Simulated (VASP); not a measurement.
# Si (Cmce) in VASP: single point with PBE

Aim: the single point of Si with PBE.

Everything below comes from runs of VASP 6.6.1. Logs are shortened: lines on timing, memory, paths and dates and some standing lists are left out, and cuts for length are marked.

## 1. The cell of the first run

It takes space group Cmce (No. 64, orthorhombic). The conventional cell has a = 4.260 Å, b = 7.211 Å, c = 4.255 Å, α = 90.00°, β = 90.00°, γ = 90.00°. Si (site symmetry m) has 7 Si at 2.30 to 2.64 Å within 3.0 Å.

## 2. Single point, PBE

The input, INCAR:

```
PREC = Accurate
ENCUT = 520
EDIFF = 1E-6
ISMEAR = 0
SIGMA = 0.0587
LREAL = False
LASPH = True
NELM = 60
ALGO = Normal
ISIF = 2
LWAVE = False
LCHARG = True
GGA = PE
LELF = True
LVHAR = True
NBANDS = 16
```

The input, KPOINTS:

```
Automatic mesh
0
Gamma
  9 9 8
```

The input, POSCAR:

```
Si
1.0
    2.1301120000      3.6053490000      0.0000000000
    2.1301120000     -3.6053490000      0.0000000000
    0.0000000000      0.0000000000     -4.2545640000
Si
4
Direct
    0.1525000000      0.8475000000      0.9215000000
    0.3475000000      0.6525000000      0.4215000000
    0.8475000000      0.1525000000      0.0785000000
    0.6525000000      0.3475000000      0.5785000000
```

Potentials or basis: VASP PAW PBE potentials, release 64 (Si).

The run is started by

```console
$ cat potpaw_PBE.64/Si/POTCAR > POTCAR
$ mpirun -np 1 vasp_std > vasp.out
```

OUTCAR:

```text
PREC = Accurate
   ENCUT = 520
   EDIFF = 1E-6
   ISMEAR = 0
   LREAL = False
   LASPH = True
   NELM = 60
   ISIF = 2
   GGA = PE

 ion  position               nearest neighbor table
   1  0.153  0.847  0.922-   3 2.30   2 2.55   2 2.55   4 2.58   4 2.58   3 2.64   3 2.64
   2  0.347  0.653  0.422-   4 2.30   1 2.55   1 2.55   3 2.58   3 2.58   4 2.64   4 2.64
   3  0.847  0.153  0.078-   1 2.30   4 2.55   4 2.55   2 2.58   2 2.58   1 2.64   1 2.64
   4  0.653  0.347  0.578-   2 2.30   3 2.55   3 2.55   1 2.58   1 2.58   2 2.64   2 2.64

  LATTYP: Found a base centered orthorhombic cell.
 ALAT       =     4.2602240000
 B/A-ratio  =     1.6925631141
 C/A-ratio  =     0.9986714314

  Lattice vectors:

 A1 = (   2.1301120000,   3.6053490000,   0.0000000000)
 A2 = (   2.1301120000,  -3.6053490000,   0.0000000000)
 A3 = (   0.0000000000,   0.0000000000,  -4.2545640000)

Analysis of symmetry for initial positions (statically):
=====================================================================
 Subroutine PRICEL returns:
 Original cell was already a primitive cell.

 Routine SETGRP: Setting up the symmetry group for a
 base centered orthorhombic supercell.

 Subroutine GETGRP returns: Found  8 space group operations
 (whereof  4 operations were pure point group operations)
 out of a pool of  8 trial point group operations.

The static configuration has the point symmetry C_2h.
 The point group associated with its full space group is D_2h.

Analysis of symmetry for dynamics (positions and initial velocities):
=====================================================================
 Subroutine PRICEL returns:
 Original cell was already a primitive cell.

 Routine SETGRP: Setting up the symmetry group for a
 base centered orthorhombic supercell.

 Subroutine GETGRP returns: Found  8 space group operations
 (whereof  4 operations were pure point group operations)
 out of a pool of  8 trial point group operations.

The dynamic configuration has the point symmetry C_2h.
 The point group associated with its full space group is D_2h.

 Subroutine INISYM returns: Found  8 space group operations
 (whereof  4 operations are pure point group operations),
 and found     1 'primitive' translations

----------------------------------------------------------------------------------------

                                     Primitive cell

  volume of cell :      65.3484

  direct lattice vectors                    reciprocal lattice vectors
     2.130112000  3.605349000  0.000000000     0.234729441  0.138682829  0.000000000
     2.130112000 -3.605349000  0.000000000     0.234729441 -0.138682829  0.000000000
     0.000000000  0.000000000 -4.254564000     0.000000000  0.000000000 -0.235041711

  length of vectors
     4.187591019  4.187591019  4.254564000     0.272636824  0.272636824  0.235041711

  position of ions in fractional coordinates (direct lattice)
     0.152500000  0.847500000  0.921500000
     0.347500000  0.652500000  0.421500000
     0.847500000  0.152500000  0.078500000
     0.652500000  0.347500000  0.578500000

  ion indices of the primitive-cell ions
   primitive index   ion index
                 1           1
                 2           2
                 3           3
                 4           4

----------------------------------------------------------------------------------------

 KPOINTS: Automatic mesh

Automatic generation of k-mesh.
 Grid dimensions read from file:
 generate k-points for:    9    9    8

 Generating k-lattice:

  Cartesian coordinates                     Fractional coordinates (reciprocal lattice)
     0.026081049  0.015409203  0.000000000     0.111111111  0.000000000  0.000000000
     0.026081049 -0.015409203  0.000000000     0.000000000  0.111111111  0.000000000
     0.000000000  0.000000000 -0.029380214     0.000000000  0.000000000  0.125000000

  Length of vectors
     0.030292980  0.030292980  0.029380214

  Shift w.r.t. Gamma in fractional coordinates (k-lattice)
     0.000000000  0.000000000  0.000000000

 Subroutine IBZKPT returns following result:
 ===========================================

 Found    125 irreducible k-points:

 Following reciprocal coordinates:
            Coordinates               Weight
  0.000000  0.000000  0.000000      1.000000
  0.111111  0.000000  0.000000      4.000000
  0.222222  0.000000  0.000000      4.000000
  0.333333  0.000000  0.000000      4.000000
  0.444444  0.000000  0.000000      4.000000
  0.111111  0.111111  0.000000      2.000000
[... 16 lines left out ...]
 -0.333333  0.333333  0.000000      2.000000
  0.444444  0.444444  0.000000      2.000000
 [... further k-points ...]
   k-points           NKPTS =    125   k-points in BZ     NKDIM =    125   number of bands    NBANDS=     16
   number of dos      NEDOS =    301   number of ions     NIONS =      4
   total plane-waves  NPLWV =  32768
   dimension x,y,z NGX =    32 NGY =   32 NGZ =   32
   dimension x,y,z NGXF=    64 NGYF=   64 NGZF=   64
   ions per type =               4
   NGX,Y,Z   is equivalent  to a cutoff of  12.70, 12.70, 12.50 a.u.
   NGXF,Y,Z  is equivalent  to a cutoff of  25.41, 25.41, 25.01 a.u.
 SYSTEM =  unknown system
   PREC   = accura    normal or accurate (medium, high low for compatibility)
   ISTART =      0    job   : 0-new  1-cont  2-samecut
   ICHARG =      2    charge: 1-file 2-atom 10-const
   ISPIN  =      1    spin polarized calculation?
   LNONCOLLINEAR =      F non collinear calculations
   LSORBIT =      F    spin-orbit coupling
   LASPH  =      T    aspherical Exc in radial PAW
   ENCUT  =  520.0 eV  38.22 Ry    6.18 a.u.   7.79  7.79  7.91*2*pi/ulx,y,z
   NELM   =     60;   NELMIN=  2; NELMDL= -5     # of ELM steps
   EDIFF  = 0.1E-05   stopping-criterion for ELM
   LREAL  =      F    real-space projection
   EDIFFG = 0.1E-04   stopping-criterion for IOM
   NSW    =      0    number of steps for IOM
   IBRION =     -1    ionic relax: 0-MD 1-quasi-New 2-CG
   NFREE  =      0    steps in history (QN), initial steepest desc. (CG)
   ISIF   =      2    stress and relaxation
   ISYM   =      2    0-nonsym 1-usesym 2-fastsym
   POTIM  = 0.5000    time-step for ionic-motion
   TEBEG  =    0.0;   TEEND  =   0.0 temperature during run
   PSTRESS=    0.0 pullay stress
   NELECT =      16.0000    total number of electrons
   NUPDOWN=      -1.0000    fix difference up-down
   EMIN   =  10.00;   EMAX   =-10.00  energy-range for DOS
   EFERMI =   0.00;   METHOD = LEGACY
   ISMEAR =     0;   SIGMA  =   0.06  broadening in eV -4-tet -1-fermi 0-gaus
   EFERMI_NEDOS =   21; number of points for ismear=-14 and -15
   IALGO  =     38    algorithm
   IMIX   =      4    mixing-type and parameters
     AMIX     =   0.40;   BMIX     =  1.00
     AMIX_MAG =   1.60;   BMIX_MAG =  1.00
  volume/ion in A,a.u.               =      16.34       110.25
  Fermi-wavevector in a.u.,A,eV,Ry     =   1.024165  1.935391 14.271338  1.048914
  Thomas-Fermi vector in A             =   2.157937
   LORBIT       =      0    0 simple, 1 ext, 2 COOP (PROOUT), +10 PAW based schemes
   GGA     = PE    functional components
   LHFCALC =     F    Hartree Fock is set to
   AEXX    =    0.0000 exact exchange contribution
   IVDW    =     0    specifies the selected vdW correction
   LEPSILON=     F    determine dielectric tensor
   LRPA    =     F    only Hartree local field effects (RPA)
 non-spin polarized calculation
 Gauss-broadening in eV      SIGMA  =   0.06
  energy-cutoff  :      520.00
  volume of cell :       65.35
 maximum number of plane-waves:      1778
   NGX = 15   NGY = 15   NGZ = 15

 number of electron      16.0000000 magnetization

 Free energy of the ion-electron system (eV)
  ---------------------------------------------------
  ext. energy  EPLUGINS =         0.00000000
  ---------------------------------------------------
  free energy    TOTEN  =       -19.50976061 eV

  energy without entropy =      -19.50699263  energy(sigma->0) =      -19.50837662

 E-fermi :   8.5179     XC(G=0): -10.5089

 val. band max:        8.5169491113   @ k =  -0.3333   0.3333   0.2500
 cond. band min:       8.5255906797   @ k =   0.2222   0.2222   0.3750
 fundamental gap:      0.0086415684
 Fermi energy:         8.5179375488

 k-point     1 :       0.0000    0.0000    0.0000
  band No.  band energies     occupation
      1      -5.2476      2.00000
      2       1.7024      2.00000
      3       2.3089      2.00000
      4       4.0639      2.00000
      5       4.5147      2.00000
      6       4.7875      2.00000
[... 8 lines left out ...]
     15      13.3375      0.00000
     16      13.7820      0.00000

 k-point     2 :       0.1111    0.0000    0.0000
  band No.  band energies     occupation
      1      -5.1202      2.00000
      2       1.6391      2.00000
      3       2.3803      2.00000
      4       2.6897      2.00000
      5       4.4990      2.00000
      6       5.5234      2.00000
[... 8 lines left out ...]
     15      13.9604      0.00000
     16      14.1472      0.00000

 k-point     3 :       0.2222    0.0000    0.0000
  band No.  band energies     occupation
      1      -4.7390      2.00000
      2       0.6509      2.00000
      3       2.1673      2.00000
      4       2.5391      2.00000
      5       4.0968      2.00000
      6       4.8636      2.00000
[... 8 lines left out ...]
     15      13.8411      0.00000
     16      15.4923      0.00000

 k-point     4 :       0.3333    0.0000    0.0000
  band No.  band energies     occupation
      1      -4.1074      2.00000
      2      -0.8069      2.00000
      3       2.2655      2.00000
      4       2.6009      2.00000
      5       4.0563      2.00000
      6       4.6178      2.00000
[... 8 lines left out ...]
     15      14.6659      0.00000
     16      16.7340      0.00000
[... 324 lines left out ...]
 k-point    22 :      -0.4444    0.3333    0.0000
  band No.  band energies     occupation
      1      -3.7639      2.00000
      2      -0.7012      2.00000
      3       0.7424      2.00000
      4       3.4753      2.00000
      5       4.0542      2.00000
      6       4.6213      2.00000
[... 8 lines left out ...]
     15      14.8042      0.00000
     16      15.2732      0.00000

 k-point    23 :      -0.3333    0.3333    0.0000
  band No.  band energies     occupation
      1      -4.1867      2.00000
      2      -0.1793      2.00000
      3       1.7405      2.00000
      4       2.8823      2.00000
      5       3.7518      2.00000
      6       4.1561      2.00000
[... 8 lines left out ...]
     15      13.7754      0.00000
     16      16.4117      0.00000

 k-point    24 :       0.4444    0.4444    0.0000
  band No.  band energies     occupation
      1      -3.3470      2.00000
      2      -1.3485      2.00000
      3       0.6472      2.00000
      4       3.6649      2.00000
      5       4.3176      2.00000
      6       4.5048      2.00000
[... 8 lines left out ...]
     15      15.8739      0.00000
     16      16.6239      0.00000

 [... further k-points ...]
[... 5 lines left out ...]
  --------------------------------------------------------------------------------------
  -------------------------------------------------------------------------------------
  Total        0.5246555      3.7034484      0.0331949      0.0000000     -0.0000000      0.0000000
  in kB       12.8632282     90.7992100      0.8138544      0.0000000     -0.0000000      0.0000000
  external PRESSURE =      34.8254309 kB  Pullay stress =       0.0000000 kB

 VOLUME and BASIS-vectors are now :
 -----------------------------------------------------------------------------
  energy-cutoff  :      520.00
  volume of cell :       65.35
      direct lattice vectors                 reciprocal lattice vectors
     2.130112000  3.605349000  0.000000000     0.234729441  0.138682829  0.000000000
     2.130112000 -3.605349000  0.000000000     0.234729441 -0.138682829  0.000000000
     0.000000000  0.000000000 -4.254564000     0.000000000  0.000000000 -0.235041711

 POSITION                                       TOTAL-FORCE (eV/Angst)
 -----------------------------------------------------------------------------------
      2.13011     -2.50572     -3.92058         0.000000      0.825601      0.730006
      2.13011     -1.09963     -1.79330         0.000000     -0.825601      0.730006
      2.13011      2.50572     -0.33398         0.000000     -0.825601     -0.730006
      2.13011      1.09963     -2.46127         0.000000      0.825601     -0.730006
 -----------------------------------------------------------------------------------
    total drift:                                0.000000      0.000000      0.000000

  FREE ENERGIE OF THE ION-ELECTRON SYSTEM (eV)
  ---------------------------------------------------
  free  energy   TOTEN  =       -19.5097606100 eV

  energy  without entropy=      -19.5069926268  energy(sigma->0) =      -19.50837662
```

Wall time 1.9 min (1 thread of Intel Xeon 8259CL, shared host); peak memory 0.23 GiB.

Results:

```
Free energy            : -19.5098 eV
Pressure               : 3.5 GPa
Largest force          : 1.102 eV/Å
Band gap on the k mesh : zero (bands 8 and 9 overlap by 2.95 eV)
```

Forces in eV/Å, atoms in the order of the input:
```
Si   0.000  0.826  0.730
Si   0.000 -0.826  0.730
Si   0.000 -0.826 -0.730
Si   0.000  0.826 -0.730
```

Caveat: the stress differs along the axes, from 0 to 9 GPa; forces of over 1 eV/Å act on the atoms, so gaps and moduli don't describe the material at rest.
